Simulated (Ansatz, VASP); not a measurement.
**One calculation of Cs2Cl, two programs**

The input INCAR:

```
PREC     = Accurate       # precision mode
ENCUT    = 520            # plane-wave cutoff, eV
EDIFF    = 1E-7           # SCF threshold, eV
ISMEAR   = 0              # smearing method
SIGMA    = 0.1            # smearing width, eV
LREAL    = F              # projectors in reciprocal space
LASPH    = T              # aspherical terms in the spheres
NELM     = 80             # most SCF steps
ALGO     = Normal         # electronic algorithm
ISIF     = 2              # what is computed and relaxed
LWAVE    = F              # write WAVECAR
LCHARG   = F              # write CHGCAR
GGA      = PE             # functional
NBANDS   = 34             # bands
```

KPOINTS

```
regular mesh
0
Gamma
  4 4 4
```

Contents of POSCAR:

```
Cs2Cl
1.0
    7.2784139965      0.0000000000      0.0000000000
    0.0000000000      7.2784139965      0.0000000000
    0.0000000000      0.0000000000      4.6880337431
Cs Cl
4 2
Direct
    0.3060000000      0.3060000000      0.0000000000
    0.1940000000      0.8060000000      0.5000000000
    0.6940000000      0.6940000000      0.0000000000
    0.8060000000      0.1940000000      0.5000000000
    0.0000000000      0.0000000000      0.0000000000
    0.5000000000      0.5000000000      0.5000000000
```

Input for Ansatz:

```yaml
crystal:
  lattice:
    - [7.2784139965, 0.0, 0.0]
    - [0.0, 7.2784139965, 0.0]
    - [0.0, 0.0, 4.6880337431]
  atoms:
    - { symbol: Cs, position: [0.306, 0.306, 0.0] }
    - { symbol: Cs, position: [0.194, 0.806, 0.5] }
    - { symbol: Cs, position: [0.694, 0.694, 0.0] }
    - { symbol: Cs, position: [0.806, 0.194, 0.5] }
    - { symbol: Cl, position: [0.0, 0.0, 0.0] }
    - { symbol: Cl, position: [0.5, 0.5, 0.5] }
basis:
  ecutwfc: 420
kpoints:
  mp_grid: { grid: [4, 4, 4] }
hamiltonian:
  xc: pbe
scf:
  occupations: { method: gaussian, width: 0.1 }
  lower_state_search: "off"
output:
  forces: true
  stress: true
  eigenvalues: true
```

Alike in both runs: task single point; functional PBE; k mesh 4 × 4 × 4; occupations gaussian, width 0.1 eV; no spin polarisation.

```csv
,VASP,Ansatz
version,VASP 6.6.1,Ansatz 0.2.0
potentials or method,"VASP PAW PBE potentials, release 64 (Cs_sv, Cl), cutoff 520 eV","scalar-relativistic, plane waves, PAW"
valence electrons in the cell,50,50
```

Ansatz gave:

```
gap on the k mesh at the Fermi level (eV)                     : none
pressure (GPa)                                                : 7.2
traceless stress, the component that is largest in VASP (GPa) : 0.51
rms of the force components (eV/Å)                            : 0.225
```

Question: What did VASP give for the same quantities?

Answer: gap on the k mesh at the Fermi level (eV): none; pressure (GPa): 7.3; traceless stress, the component that is largest in VASP (GPa): 0.52; rms of the force components (eV/Å): 0.229.

Atom by atom the forces differ by 0.005 eV/Å (rms over components). A gap of «none» marks a metal or a gap that the smearing closes. With one functional, cell and mesh, what is left measures potentials, basis and numerics.

Spin-orbit coupling is off throughout.
